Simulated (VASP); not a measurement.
# S (P6/mmm) in VASP: further runs

Runs on S. Level: PBE. Tasks: single point, relaxation of cell and atoms.

Everything below comes from runs of VASP 6.6.1. Logs are shortened: lines on timing, memory, paths and dates and some standing lists are left out, and cuts for length are marked.

### 1 The cell of the first run

It takes space group P6/mmm (No. 191, hexagonal). Conventional cell: a = 4.377 Å, b = 4.377 Å, c = 2.323 Å, α = 90.00°, β = 90.00°, γ = 120.00°. Within 3.1 Å of S (site symmetry 6/mmm) lie 14 S at 2.32 to 2.78 Å. Within 3.1 Å of S (site symmetry -6m2) lie 11 S at 2.32 to 2.78 Å.

### 2 Single point, PBE

Contents of INCAR:

```
SYSTEM = S
PREC = Accurate
ENCUT = 520
EDIFF = 1E-7
ISMEAR = -1
SIGMA = 0.1
LREAL = .FALSE.
LASPH = .TRUE.
NELM = 100
ALGO = Normal
ISIF = 2
LWAVE = .FALSE.
LCHARG = .TRUE.
GGA = PE
LELF = .TRUE.
LVHAR = .TRUE.
NBANDS = 16
```

Contents of KPOINTS:

```
Automatic mesh
0
G
  9 9 12
  0 0 0
```

Contents of POSCAR:

```
S
1.0
    4.3765721234      0.0000000000      0.0000000000
   -2.1882860617      3.7902226404      0.0000000000
    0.0000000000      0.0000000000      2.3233389038
S
3
Direct
    0.0000000000      0.0000000000      0.0000000000
    0.3333333333      0.6666666667      0.5000000000
    0.6666666667      0.3333333333      0.5000000000
```

Potentials or basis: VASP PAW PBE potentials, release 64 (S).

Launch:

```sh
> cat potpaw_PBE.64/S/POTCAR > POTCAR
> mpirun -np 1 vasp_std > vasp.out
```

OUTCAR:

```text
SYSTEM = S
   PREC = Accurate
   ENCUT = 520
   EDIFF = 1E-7
   ISMEAR = -1
   LREAL = .FALSE.
   LASPH = .TRUE.
   NELM = 100
   ISIF = 2
   GGA = PE

 ion  position               nearest neighbor table
   1  0.000  0.000  0.000-   2 2.78   3 2.78   2 2.78   3 2.78   3 2.78   3 2.78   2 2.78   2 2.78
                             3 2.78   3 2.78   2 2.78   2 2.78
   2  0.333  0.667  0.500-   3 2.53   3 2.53   3 2.53   1 2.78   1 2.78   1 2.78   1 2.78   1 2.78
                             1 2.78
   3  0.667  0.333  0.500-   2 2.53   2 2.53   2 2.53   1 2.78   1 2.78   1 2.78   1 2.78   1 2.78
                             1 2.78

  LATTYP: Found a hexagonal cell.
 ALAT       =     4.3765721234
 C/A-ratio  =     0.5308581324

  Lattice vectors:

 A1 = (   4.3765721234,   0.0000000000,   0.0000000000)
 A2 = (  -2.1882860617,   3.7902226404,   0.0000000000)
 A3 = (   0.0000000000,   0.0000000000,   2.3233389038)

Analysis of symmetry for initial positions (statically):
=====================================================================
 Subroutine PRICEL returns:
 Original cell was already a primitive cell.

 Routine SETGRP: Setting up the symmetry group for a
 hexagonal supercell.

 Subroutine GETGRP returns: Found 24 space group operations
 (whereof 24 operations were pure point group operations)
 out of a pool of 24 trial point group operations.

The static configuration has the point symmetry D_6h.

Analysis of symmetry for dynamics (positions and initial velocities):
=====================================================================
 Subroutine PRICEL returns:
 Original cell was already a primitive cell.

 Routine SETGRP: Setting up the symmetry group for a
 hexagonal supercell.

 Subroutine GETGRP returns: Found 24 space group operations
 (whereof 24 operations were pure point group operations)
 out of a pool of 24 trial point group operations.

The dynamic configuration has the point symmetry D_6h.

 Subroutine INISYM returns: Found 24 space group operations
 (whereof 24 operations are pure point group operations),
 and found     1 'primitive' translations

----------------------------------------------------------------------------------------

                                     Primitive cell

  volume of cell :      38.5400

  direct lattice vectors                    reciprocal lattice vectors
     4.376572123  0.000000000  0.000000000     0.228489323  0.131918372  0.000000000
    -2.188286062  3.790222640  0.000000000     0.000000000  0.263836744  0.000000000
     0.000000000  0.000000000  2.323338904     0.000000000  0.000000000  0.430415037

  length of vectors
[... 89 lines left out ...]
   NFREE  =      0    steps in history (QN), initial steepest desc. (CG)
   ISIF   =      2    stress and relaxation
   ISYM   =      2    0-nonsym 1-usesym 2-fastsym
   POTIM  = 0.5000    time-step for ionic-motion
   TEBEG  =    0.0;   TEEND  =   0.0 temperature during run
   PSTRESS=    0.0 pullay stress
   NELECT =      18.0000    total number of electrons
   NUPDOWN=      -1.0000    fix difference up-down
   EMIN   =  10.00;   EMAX   =-10.00  energy-range for DOS
   EFERMI =   0.00;   METHOD = LEGACY
   ISMEAR =    -1;   SIGMA  =   0.10  broadening in eV -4-tet -1-fermi 0-gaus
   EFERMI_NEDOS =   21; number of points for ismear=-14 and -15
   IALGO  =     38    algorithm
   IMIX   =      4    mixing-type and parameters
     AMIX     =   0.40;   BMIX     =  1.00
     AMIX_MAG =   1.60;   BMIX_MAG =  1.00
  volume/ion in A,a.u.               =      12.85        86.69
  Fermi-wavevector in a.u.,A,eV,Ry     =   1.270170  2.400273 21.950714  1.613332
  Thomas-Fermi vector in A             =   2.403172
   LORBIT       =      0    0 simple, 1 ext, 2 COOP (PROOUT), +10 PAW based schemes
   GGA     = PE    functional components
   LHFCALC =     F    Hartree Fock is set to
   AEXX    =    0.0000 exact exchange contribution
   IVDW    =     0    specifies the selected vdW correction
   LEPSILON=     F    determine dielectric tensor
   LRPA    =     F    only Hartree local field effects (RPA)
 non-spin polarized calculation
  energy-cutoff  :      520.00
  volume of cell :       38.54
 maximum number of plane-waves:      1059
 NGX is ok and might be reduce to    36

 number of electron      18.0000000 magnetization

 Free energy of the ion-electron system (eV)
  ---------------------------------------------------
  ext. energy  EPLUGINS =         0.00000000
  ---------------------------------------------------
  free energy    TOTEN  =        -8.38725762 eV

  energy without entropy =       -8.33082446  energy(sigma->0) =       -8.35904104

 E-fermi :  10.8656     XC(G=0): -12.1528

 val. band max:       10.8614711084   @ k =   0.4444   0.1111   0.0000
 cond. band min:      10.8900819711   @ k =   0.3333   0.1111   0.5000
 fundamental gap:      0.0286108627
 Fermi energy:        10.8656467518

 k-point     1 :       0.0000    0.0000    0.0000
  band No.  band energies     occupation
      1      -8.4225      2.00000
      2      -2.5484      2.00000
      3      -2.3614      2.00000
      4       3.3718      2.00000
      5       3.3718      2.00000
      6       3.7885      2.00000
[... 433 lines left out ...]
      3      -5.1148      2.00000
      4       4.5885      2.00000
      5       4.9802      2.00000
      6       4.9802      2.00000
[... 8 lines left out ...]
     15      18.1867      0.00000
     16      23.7356      0.00000

 [... further k-points ...]

------------------------ aborting loop because EDIFF is reached ----------------------------------------

  FORCE on cell =-STRESS in cart. coord.  units (eV):
  Direction    XX          YY          ZZ          XY          YZ          ZX
  --------------------------------------------------------------------------------------
  -------------------------------------------------------------------------------------
  Total        7.1517773      7.1517773      7.0706738     -0.0000000     -0.0000000      0.0000000
  in kB      297.3125142    297.3125142    293.9408921     -0.0000000     -0.0000000      0.0000000
  external PRESSURE =     296.1886402 kB  Pullay stress =       0.0000000 kB

 VOLUME and BASIS-vectors are now :
 -----------------------------------------------------------------------------
  energy-cutoff  :      520.00
  volume of cell :       38.54
      direct lattice vectors                 reciprocal lattice vectors
     4.376572123  0.000000000  0.000000000     0.228489323  0.131918372  0.000000000
    -2.188286062  3.790222640  0.000000000     0.000000000  0.263836744  0.000000000
     0.000000000  0.000000000  2.323338904     0.000000000  0.000000000  0.430415037

 POSITION                                       TOTAL-FORCE (eV/Angst)
 -----------------------------------------------------------------------------------
      0.00000      0.00000      0.00000        -0.000000      0.000000      0.000000
     -0.00000      2.52682      1.16167         0.000000     -0.000000     -0.000000
      2.18829      1.26341      1.16167        -0.000000      0.000000      0.000000
 -----------------------------------------------------------------------------------
    total drift:                                0.000000     -0.000000     -0.000000

  FREE ENERGIE OF THE ION-ELECTRON SYSTEM (eV)
  ---------------------------------------------------
  free  energy   TOTEN  =        -8.3872576151 eV

  energy  without entropy=       -8.3308244604  energy(sigma->0) =       -8.35904104
```

OSZICAR:

```text
N       E                     dE             d eps       ncg     rms          rms(c)
DAV:   1     0.640187701865E+02    0.64019E+02   -0.85237E+03  2688   0.101E+03
DAV:   2    -0.579636963519E+01   -0.69815E+02   -0.66583E+02  3608   0.172E+02
DAV:   3    -0.840161155928E+01   -0.26052E+01   -0.25870E+01  3528   0.341E+01
DAV:   4    -0.841896861896E+01   -0.17357E-01   -0.17342E-01  3632   0.337E+00
DAV:   5    -0.841915279477E+01   -0.18418E-03   -0.18417E-03  3544   0.320E-01    0.233E+01
DAV:   6    -0.838645996093E+01    0.32693E-01   -0.21956E-01  3664   0.256E+00    0.143E+01
DAV:   7    -0.840009623064E+01   -0.13636E-01   -0.10653E-01  3512   0.201E+00    0.168E+00
DAV:   8    -0.838685664717E+01    0.13240E-01   -0.35717E-02  3512   0.122E+00    0.235E-01
DAV:   9    -0.838728980075E+01   -0.43315E-03   -0.47113E-03  3304   0.441E-01    0.188E-01
DAV:  10    -0.838729187877E+01   -0.20780E-05   -0.41014E-04  3656   0.121E-01    0.133E-01
DAV:  11    -0.838725918543E+01    0.32693E-04   -0.78927E-05  3448   0.540E-02    0.314E-02
DAV:  12    -0.838725852722E+01    0.65821E-06   -0.44472E-06  3784   0.127E-02    0.207E-02
DAV:  13    -0.838725797112E+01    0.55611E-06   -0.82374E-07  3496   0.577E-03    0.134E-02
DAV:  14    -0.838725760709E+01    0.36403E-06   -0.55032E-07  3464   0.403E-03    0.549E-03
DAV:  15    -0.838725761506E+01   -0.79774E-08   -0.80757E-08  1848   0.166E-03
   1 F= -.83872576E+01 E0= -.83590410E+01  d E =-.564332E-01
```

Wall time 58 s (1 thread of AMD EPYC 7R13 (Zen 3), shared host); peak memory 0.14 GiB.

Results:

* Free energy: -8.3873 eV
* Pressure: 29.6 GPa
* Band gap on the k mesh: zero (band 9 reaches 14.06 eV, above the bottom of band 10 at 7.87 eV)

Stress tensor (GPa, compression positive):
```
29.73  0.00  0.00
 0.00 29.73  0.00
 0.00  0.00 29.39
```

### 3 Single point, PBE

Contents of INCAR:

```
SYSTEM = S
PREC = Accurate
ENCUT = 520
EDIFF = 1E-6
ISMEAR = -1
SIGMA = 0.1
LREAL = .False.
LASPH = .True.
NELM = 80
ALGO = Normal
ISIF = 2
LWAVE = .False.
LCHARG = .False.
GGA = PE
NBANDS = 16
```

Contents of KPOINTS:

```
Automatic mesh
0
Gamma
  9 9 12
  0 0 0
```

Contents of POSCAR:

```
S
1.0
    4.3774497661      0.0000000000      0.0000000000
   -2.1887248831      3.7909827012      0.0000000000
    0.0000000000      0.0000000000      2.3235893547
S
3
Direct
    0.0000000000      0.0000000000      0.0000000000
    0.3333333333      0.6666666667      0.5000000000
    0.6666666667      0.3333333333      0.5000000000
```

Potentials or basis: VASP PAW PBE potentials, release 64 (S).

Launch:

```sh
> cat potpaw_PBE.64/S/POTCAR > POTCAR
> mpirun -np 1 vasp_std > vasp.out
```

It took 42 s on 1 thread of AMD EPYC 7R13 (Zen 3), shared host; peak memory 0.14 GiB.

It converged, with:

```
Free energy            : -8.3909 eV
Pressure               : 29.5 GPa
Band gap on the k mesh : zero (band 9 reaches 14.05 eV, above the bottom of band 10 at 7.86 eV)
```

Stress tensor (GPa, compression positive):
```
29.65  0.00  0.00
 0.00 29.65  0.00
 0.00  0.00 29.31
```

Levels at points of the mesh, in eV from the Fermi level:
```csv
k point,band 6,band 7,band 8,band 9,band 10,band 11,band 12,band 13
"(0.00, 0.00, 0.00)",-7.07,-7.07,3.15,3.15,3.45,6.56,6.88,8.10
"(0.00, 0.00, 0.50)",-6.05,-3.89,-3.89,-1.70,-1.70,-0.80,-0.80,3.15
```

### 4 Relaxation of cell and atoms, PBE, target pressure 30 GPa, at which the enthalpy is minimised

This run uses another cell than the first one: it holds 1 atom, not 3.

Contents of INCAR:

```
SYSTEM = S
PREC     = Accurate       ! precision mode
ENCUT    = 600            ! plane-wave cutoff, eV
EDIFF    = 1E-6           ! SCF threshold, eV
ISMEAR   = -1             ! smearing method
SIGMA    = 0.1            ! smearing width, eV
LREAL    = .FALSE.        ! projectors in reciprocal space
LASPH    = .TRUE.         ! aspherical terms in the spheres
NELM     = 60             ! most SCF steps
ALGO     = Normal         ! electronic algorithm
ISIF     = 3              ! what is computed and relaxed
LWAVE    = .FALSE.        ! write WAVECAR
LCHARG   = .FALSE.        ! write CHGCAR
GGA      = PE             ! functional
IBRION   = 2              ! ionic algorithm
NSW      = 60             ! ionic steps
EDIFFG   = -0.005         ! ionic threshold
PSTRESS  = 300.0
```

Contents of KPOINTS:

```
Automatic mesh
0
G
  17 17 16
  0 0 0
```

Contents of POSCAR:

```
S
1.0
    2.5078284133      0.0000000000      0.0000000000
   -1.2539142067      2.1718431143      0.0000000000
    0.0000000000      0.0000000000      2.3573587085
S
1
Direct
    0.0000000000      0.0000000000      0.0000000000
```

Potentials or basis: VASP PAW PBE potentials, release 64 (S).

Launch:

```sh
> cat potpaw_PBE.64/S/POTCAR > POTCAR
> mpirun -np 1 vasp_std > vasp.out
```

OUTCAR:

```text
SYSTEM = S
   PREC = Accurate
   ENCUT = 600
   EDIFF = 1E-6
   ISMEAR = -1
   LREAL = .FALSE.
   LASPH = .TRUE.
   NELM = 60
   ISIF = 3
   GGA = PE
   IBRION = 2
   NSW = 60
   EDIFFG = -0.005
   PSTRESS = 300.0

 ion  position               nearest neighbor table
   1  0.000  0.000  0.000-

  LATTYP: Found a hexagonal cell.
 ALAT       =     2.5078284133
 C/A-ratio  =     0.9400000000

  Lattice vectors:

 A1 = (   2.5078284133,   0.0000000000,   0.0000000000)
 A2 = (  -1.2539142067,   2.1718431143,   0.0000000000)
 A3 = (   0.0000000000,   0.0000000000,   2.3573587085)

Analysis of symmetry for initial positions (statically):
=====================================================================
 Subroutine PRICEL returns:
 Original cell was already a primitive cell.

 Routine SETGRP: Setting up the symmetry group for a
 hexagonal supercell.

 Subroutine GETGRP returns: Found 24 space group operations
 (whereof 24 operations were pure point group operations)
 out of a pool of 24 trial point group operations.

The static configuration has the point symmetry D_6h.

Analysis of symmetry for dynamics (positions and initial velocities):
[... 166 lines left out ...]
  Total        3.4009299      3.4009299      2.1566654     -0.0000000      0.0000000     -0.0000000
  in kB      424.3813825    424.3813825    269.1171688     -0.0000000      0.0000000     -0.0000000
  external PRESSURE =      72.6266446 kB  Pullay stress =     300.0000000 kB
[... 24 lines left out ...]
--------------------------------------- Ionic step        2  -------------------------------------------

 number of electron       6.0000000 magnetization

 E-fermi :   9.8480     XC(G=0): -11.6656

 val. band max:        9.8361157919   @ k =   0.2353   0.1765   0.4375
 cond. band min:       9.8490621682   @ k =   0.2353   0.0588   0.0625
 fundamental gap:      0.0129463763
 Fermi energy:         9.8480089641

 k-point     1 :       0.0000    0.0000    0.0000
  band No.  band energies     occupation
      1      -8.9271      2.00000
      2      12.2021      0.00000
      3      12.2021      0.00000
      4      13.6155      0.00000
      5      17.1127      0.00000
      6      21.2784      0.00000
      7      21.2784      0.00000
[... 299 lines left out ...]
  energy  without entropy=       -3.0062348163  energy(sigma->0) =       -3.01406800

  enthalpy is  TOTEN    =        -0.4703094488 eV   P V=        2.5515917289

[... ionic steps 4 to 9 ...]

--------------------------------------- Ionic step       10  -------------------------------------------

 number of electron       6.0000000 magnetization

------------------------ aborting loop because EDIFF is reached ----------------------------------------
[... 69 lines left out ...]
--------------------------------------- Ionic step       12  -------------------------------------------

 number of electron       6.0000000 magnetization

 Free energy of the ion-electron system (eV)
  ---------------------------------------------------
  ext. energy  EPLUGINS =         0.00000000
  ---------------------------------------------------
  free energy    TOTEN  =        -3.01175380 eV

  energy without entropy =       -2.99400772  energy(sigma->0) =       -3.00288076

 E-fermi :  10.3219     XC(G=0): -11.8170

 val. band max:       10.3182305424   @ k =   0.3529   0.0588   0.2500
 cond. band min:      10.3264430263   @ k =   0.3529   0.2353   0.2500
 fundamental gap:      0.0082124839
 Fermi energy:        10.3218845398

 k-point     1 :       0.0000    0.0000    0.0000
  band No.  band energies     occupation
      1      -8.8728      2.00000
      2      12.0697      0.00000
      3      12.0697      0.00000
      4      15.9226      0.00000
      5      17.3223      0.00000
      6      21.3081      0.00000
      7      21.3081      0.00000
[... 262 lines left out ...]
  energy  without entropy=       -2.9940077186  energy(sigma->0) =       -3.00288076

  enthalpy is  TOTEN    =        -0.4890611081 eV   P V=        2.5226926957

 reached required accuracy - stopping structural energy minimisation
```

OSZICAR:

```text
N       E                     dE             d eps       ncg     rms          rms(c)
DAV:   1     0.104124431883E+02    0.10412E+02   -0.34522E+03  4263   0.837E+02
DAV:   2    -0.267465160994E+01   -0.13087E+02   -0.12353E+02  6104   0.907E+01
DAV:   3    -0.284212666119E+01   -0.16748E+00   -0.16684E+00  5005   0.119E+01
DAV:   4    -0.284244460774E+01   -0.31795E-03   -0.31794E-03  6433   0.560E-01
[... 75 lines left out ...]
  11 F= -.48906174E+00 E0= -.48018948E+00  d E =-.972390E-05
       N       E                     dE             d eps       ncg     rms          rms(c)
DAV:   1    -0.301175546580E+01    0.26104E-03   -0.13252E-04  5012   0.833E-02    0.141E-02
DAV:   2    -0.301175433811E+01    0.11277E-05   -0.42451E-06  4648   0.186E-02    0.403E-03
DAV:   3    -0.301175380371E+01    0.53440E-06   -0.10445E-06  2436   0.770E-03
  12 F= -.48906111E+00 E0= -.48018807E+00  d E =-.908708E-05
```

Wall time 5.1 min (1 thread of AMD EPYC 7R13, shared host); peak memory 0.11 GiB.

What came out:

| Item | Value |
| --- | --- |
| Free energy | -3.0118 eV |
| Relaxed volume | 13.47 Å³/atom |
| Relaxed cell | a = 2.647 Å, b = 2.647 Å, c = 2.220 Å, α = 90.00°, β = 90.00°, γ = 120.00° |
| Space group after relaxing (to 0.05 Å) | P6/mmm (No. 191) |
| Energy change on relaxing (the enthalpy is what falls) | -169.8 meV/atom |
| Ionic steps | 12 |
| Pressure after relaxing | 30.0 GPa |
| Band gap on the k mesh | zero (band 3 reaches 15.23 eV, above the bottom of band 4 at 6.58 eV) |

Step by step:
| step | energy change (eV) | largest force (eV/Å) | pressure (GPa) | volume (Å³) |
| --- | --- | --- | --- | --- |
| 1 | 0.0000 | 0.0000 | 37.26 | 12.84 |
| 2 | -0.2345 | 0.0000 | 22.60 | 13.94 |
| 3 | -0.1799 | 0.0000 | 26.08 | 13.63 |
| 4 | -0.1451 | 0.0000 | 31.22 | 13.35 |
| 5 | -0.1408 | 0.0000 | 31.67 | 13.32 |
| 6 | -0.1785 | 0.0000 | 29.36 | 13.52 |
| 7 | -0.1705 | 0.0000 | 29.87 | 13.48 |
| 8 | -0.1711 | 0.0000 | 29.84 | 13.48 |
| 9 | -0.1695 | 0.0000 | 29.99 | 13.47 |
| 10 | -0.1701 | 0.0000 | 29.94 | 13.47 |
| 11 | -0.1701 | 0.0000 | 29.94 | 13.47 |
| 12 | -0.1698 | 0.0000 | 29.97 | 13.47 |

Final structure:
```
CELL_PARAMETERS angstrom
2.64708 0.00000 0.00000
-1.32354 2.29243 0.00000
0.00000 0.00000 2.22019
ATOMIC_POSITIONS crystal
S 0.00000 0.00000 0.00000
```

Levels at points of the mesh, in eV from the Fermi level:
```
           k point  band 1  band 2  band 3  band 4  band 5  band 6
(0.00, 0.00, 0.00)  -19.19    1.75    1.75    5.60    7.00   10.99
(0.00, 0.00, 0.50)  -13.72  -10.40    4.91    4.91   13.72   14.61
```

Caveat: the cell is relaxed towards a set pressure, so the enthalpy falls and the energy may rise.

(Part 1 of 2 ends here.)
